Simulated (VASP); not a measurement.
# Sn (Fd-3m) in VASP: vibrations by perturbation theory with LDA

Aim: the vibrations by perturbation theory of Sn with LDA.

Program: VASP 6.6.1. These are calculated values, not measurements. Logs are shortened: lines on timing, memory, paths and dates and some standing lists are left out, and cuts for length are marked.

## (1) The cell of the first run

The structure is cubic, space group Fd-3m (No. 227). The conventional cell has a = 6.467 Å, b = 6.467 Å, c = 6.467 Å, α = 90.00°, β = 90.00°, γ = 90.00°. Sn (site symmetry -43m) has 4 Sn at 2.80 Å within 3.7 Å.

## (2) Vibrations by perturbation theory, LDA

INCAR

```
  PREC = Accurate
  ENCUT = 520
  EDIFF = 1E-8
  ISMEAR = 1
  SIGMA = 0.05
  LREAL = F
  LASPH = T
  NELM = 80
  ALGO = Normal
  ISIF = 2
  LWAVE = F
  LCHARG = T
  NBANDS = 21
  IBRION = 8
  NSW = 1
```

KPOINTS

```
regular mesh
0
Gamma
  8 8 8
```

POSCAR

```
Sn
1.0
    0.0000000000      3.2333430000      3.2333430000
    3.2333430000      0.0000000000      3.2333430000
    3.2333430000      3.2333430000      0.0000000000
Sn
2
Direct
    0.0000000000      0.0000000000      0.0000000000
    0.2500000000      0.2500000000      0.2500000000
```

Potentials or basis: VASP PAW LDA potentials, release 64 (Sn_d).

Started as:

```bash
cat potpaw_LDA.64/Sn_d/POTCAR > POTCAR
mpirun -np 1 vasp_std > vasp.out
```

OUTCAR:

```text
PREC = Accurate
   ENCUT = 520
   EDIFF = 1E-8
   ISMEAR = 1
   LREAL = F
   LASPH = T
   NELM = 80
   ISIF = 2
   IBRION = 8
   NSW = 1

 ion  position               nearest neighbor table
   1  0.000  0.000  0.000-   2 2.80   2 2.80   2 2.80   2 2.80
   2  0.250  0.250  0.250-   1 2.80   1 2.80   1 2.80   1 2.80

  LATTYP: Found a face centered cubic cell.
 ALAT       =     6.4666860000

  Lattice vectors:

 A1 = (   0.0000000000,   3.2333430000,   3.2333430000)
 A2 = (   3.2333430000,   0.0000000000,   3.2333430000)
 A3 = (   3.2333430000,   3.2333430000,   0.0000000000)

Analysis of symmetry for initial positions (statically):
=====================================================================
 Subroutine PRICEL returns:
 Original cell was already a primitive cell.

 Routine SETGRP: Setting up the symmetry group for a
 face centered cubic supercell.

 Subroutine GETGRP returns: Found 48 space group operations
 (whereof 24 operations were pure point group operations)
 out of a pool of 48 trial point group operations.

The static configuration has the point symmetry T_d .
 The point group associated with its full space group is O_h .

Analysis of symmetry for dynamics (positions and initial velocities):
=====================================================================
 Subroutine PRICEL returns:
 Original cell was already a primitive cell.

 Routine SETGRP: Setting up the symmetry group for a
 face centered cubic supercell.

 Subroutine GETGRP returns: Found 48 space group operations
 (whereof 24 operations were pure point group operations)
 out of a pool of 48 trial point group operations.

The dynamic configuration has the point symmetry T_d .
 The point group associated with its full space group is O_h .

 Subroutine INISYM returns: Found 48 space group operations
 (whereof 24 operations are pure point group operations),
 and found     1 'primitive' translations

----------------------------------------------------------------------------------------

                                     Primitive cell

  volume of cell :      67.6060

  direct lattice vectors                    reciprocal lattice vectors
     0.000000000  3.233343000  3.233343000    -0.154638713  0.154638713  0.154638713
     3.233343000  0.000000000  3.233343000     0.154638713 -0.154638713  0.154638713
     3.233343000  3.233343000  0.000000000     0.154638713  0.154638713 -0.154638713

  length of vectors
     4.572637522  4.572637522  4.572637522     0.267842108  0.267842108  0.267842108

  position of ions in fractional coordinates (direct lattice)
     0.000000000  0.000000000  0.000000000
     0.250000000  0.250000000  0.250000000

  ion indices of the primitive-cell ions
   primitive index   ion index
                 1           1
                 2           2

----------------------------------------------------------------------------------------

 KPOINTS: regular mesh

Automatic generation of k-mesh.
 Grid dimensions read from file:
 generate k-points for:    8    8    8

 Generating k-lattice:

  Cartesian coordinates                     Fractional coordinates (reciprocal lattice)
    -0.019329839  0.019329839  0.019329839     0.125000000  0.000000000  0.000000000
     0.019329839 -0.019329839  0.019329839     0.000000000  0.125000000  0.000000000
     0.019329839  0.019329839 -0.019329839     0.000000000  0.000000000  0.125000000

  Length of vectors
     0.033480263  0.033480263  0.033480263

[... 61 lines left out ...]
   POTIM  = 0.5000    time-step for ionic-motion
   TEBEG  =    0.0;   TEEND  =   0.0 temperature during run
   PSTRESS=    0.0 pullay stress
   NELECT =      28.0000    total number of electrons
   NUPDOWN=      -1.0000    fix difference up-down
   EMIN   =  10.00;   EMAX   =-10.00  energy-range for DOS
   EFERMI =   0.00;   METHOD = LEGACY
   ISMEAR =     1;   SIGMA  =   0.05  broadening in eV -4-tet -1-fermi 0-gaus
   EFERMI_NEDOS =   21; number of points for ismear=-14 and -15
   IALGO  =     38    algorithm
   IMIX   =      4    mixing-type and parameters
     AMIX     =   0.40;   BMIX     =  1.00
     AMIX_MAG =   1.60;   BMIX_MAG =  1.00
  volume/ion in A,a.u.               =      33.80       228.11
  Fermi-wavevector in a.u.,A,eV,Ry     =   1.220298  2.306028 20.260790  1.489126
  Thomas-Fermi vector in A             =   2.355520
   LORBIT       =      0    0 simple, 1 ext, 2 COOP (PROOUT), +10 PAW based schemes
   GGA     = CA    functional components
   LHFCALC =     F    Hartree Fock is set to
   AEXX    =    0.0000 exact exchange contribution
   IVDW    =     0    specifies the selected vdW correction
   LEPSILON=     F    determine dielectric tensor
   LRPA    =     F    only Hartree local field effects (RPA)
 non-spin polarized calculation
 Methfessel and Paxton  Order N= 1 SIGMA  =   0.05
  energy-cutoff  :      520.00
  volume of cell :       67.61
 maximum number of plane-waves:      1841
 NGX is ok and might be reduce to    36
   NGX = 17   NGY = 17   NGZ = 17

--------------------------------------- Ionic step        1  -------------------------------------------

 number of electron      28.0000008 magnetization

 Free energy of the ion-electron system (eV)
  ---------------------------------------------------
  ext. energy  EPLUGINS =         0.00000000
  ---------------------------------------------------
  free energy    TOTEN  =        -8.93310500 eV

  energy without entropy =       -8.93303770  energy(sigma->0) =       -8.93308257

 E-fermi :   5.4021     XC(G=0):  -9.2388

 val. band max:        5.4013619855   @ k =   0.5000   0.0000   0.0000
 cond. band min:       5.5004843234   @ k =   0.3750   0.0000   0.0000
 fundamental gap:      0.0991223378
 Fermi energy:         5.4020697692

 k-point     1 :       0.0000    0.0000    0.0000
  band No.  band energies     occupation
      1     -16.1524      2.00000
      2     -16.1524      2.00000
      3     -16.1524      2.00000
      4     -16.0895      2.00000
      5     -16.0895      2.00000
      6     -15.7683      2.00000
[... 565 lines left out ...]
     20      13.9906      0.00000
     21      14.5543      0.00000

 [... further k-points ...]
[... 5 lines left out ...]
  --------------------------------------------------------------------------------------
  -------------------------------------------------------------------------------------
  Total        0.0522307      0.0522307      0.0522307      0.0000000      0.0000000     -0.0000000
  in kB        1.2378017      1.2378017      1.2378017      0.0000000      0.0000000     -0.0000000
  external PRESSURE =       1.2378017 kB  Pullay stress =       0.0000000 kB

 VOLUME and BASIS-vectors are now :
 -----------------------------------------------------------------------------
  energy-cutoff  :      520.00
  volume of cell :       67.61
      direct lattice vectors                 reciprocal lattice vectors
     0.000000000  3.233343000  3.233343000    -0.154638713  0.154638713  0.154638713
     3.233343000  0.000000000  3.233343000     0.154638713 -0.154638713  0.154638713
     3.233343000  3.233343000  0.000000000     0.154638713  0.154638713 -0.154638713

 POSITION                                       TOTAL-FORCE (eV/Angst)
 -----------------------------------------------------------------------------------
      0.00000      0.00000      0.00000         0.000000      0.000000     -0.000000
      1.61667      1.61667      1.61667        -0.000000     -0.000000      0.000000
 -----------------------------------------------------------------------------------
    total drift:                                0.000000      0.000000      0.000000

  FREE ENERGIE OF THE ION-ELECTRON SYSTEM (eV)
  ---------------------------------------------------
  free  energy   TOTEN  =        -8.9331050025 eV

  energy  without entropy=       -8.9330376955  energy(sigma->0) =       -8.93308257

[... ionic steps 2 to 3 ...]

--------------------------------------- Ionic step        4  -------------------------------------------

 Free energy of the ion-electron system (eV)
  ---------------------------------------------------
  ---------------------------------------------------
  free energy    TOTEN  =        -0.22337202 eV

  energy without entropy =       -0.22337202

------------------------ aborting loop because EDIFF is reached ----------------------------------------

 INTERNAL STRAIN TENSOR  FOR ION    1  DIRECTION 1   (eV/Angst):
 -----------------------------------------------------------------------------
    -0.02128  0.00000  0.00000
     0.00000  0.01205  8.90711
     0.00000  8.90711  0.01205

 INTERNAL STRAIN TENSOR FOR ION    2 for displacements in x,y,z  (eV/Angst):
          X           Y           Z          XY          YZ          ZX
  --------------------------------------------------------------------------------
  x     0.00000     0.00000     0.00000     0.00000    -8.90711     0.00000
  y     0.00000     0.00000     0.00000     0.00000     0.00000    -8.90711
  z     0.00000     0.00000     0.00000    -8.90711     0.00000     0.00000

 SECOND DERIVATIVES (NOT SYMMETRIZED)
 ------------------------------------
               1X          1Y          1Z          2X          2Y          2Z
  1X    -7.971815    0.000000    0.000000    7.971815    0.000000    0.000000
  1Y     0.000000   -7.971815    0.000000    0.000000    7.971815    0.000000
  1Z     0.000000    0.000000   -7.971815    0.000000    0.000000    7.971815
  2X     7.971815    0.000000    0.000000   -7.971815    0.000000    0.000000
  2Y     0.000000    7.971815    0.000000    0.000000   -7.971815    0.000000
  2Z     0.000000    0.000000    7.971815    0.000000    0.000000   -7.971815

 Eigenvectors and eigenvalues of the dynamical matrix
 ----------------------------------------------------

   1 f  =    5.729288 THz    35.998180 2PiTHz  191.108486 cm-1    23.694422 meV
             X         Y         Z           dx          dy          dz
      0.000000  0.000000  0.000000     0.000000   -0.707107    0.000000
      1.616672  1.616672  1.616672     0.000000    0.707107    0.000000
[... 21 lines left out ...]
   6 f  =    0.000000 THz     0.000000 2PiTHz    0.000000 cm-1     0.000000 meV
             X         Y         Z           dx          dy          dz
      0.000000  0.000000  0.000000     0.000000    0.000000    0.707107
      1.616672  1.616672  1.616672     0.000000    0.000000    0.707107

--------------------------------------------------------------------------------------------------------

 ELASTIC MODULI CONTR FROM IONIC RELAXATION (kBar)
 Direction    XX          YY          ZZ          XY          YZ          ZX
 --------------------------------------------------------------------------------
 XX          -0.0000     -0.0000     -0.0000      0.0000      0.0000      0.0000
 YY          -0.0000     -0.0000     -0.0000      0.0000      0.0000      0.0000
 ZZ          -0.0000     -0.0000     -0.0000      0.0000      0.0000      0.0000
 XY           0.0000      0.0000      0.0000   -235.8531      0.0000      0.0000
 YZ           0.0000      0.0000      0.0000      0.0000   -235.8531      0.0000
 ZX           0.0000      0.0000      0.0000      0.0000      0.0000   -235.8531
 --------------------------------------------------------------------------------
```

It took 7.9 min on 1 thread of AMD EPYC 7R43 (Zen 3), shared host; peak memory 0.34 GiB.

Results:

```
Highest phonon frequency at Γ : 191 cm⁻¹
```

Phonon frequencies in cm⁻¹ (negative: imaginary):
```tsv
q point	frequencies
(0.000, 0.000, 0.000)	0 0 0 191 191 191
```

Caveat: spin-orbit coupling is left out, which moves the levels of the heavy elements.
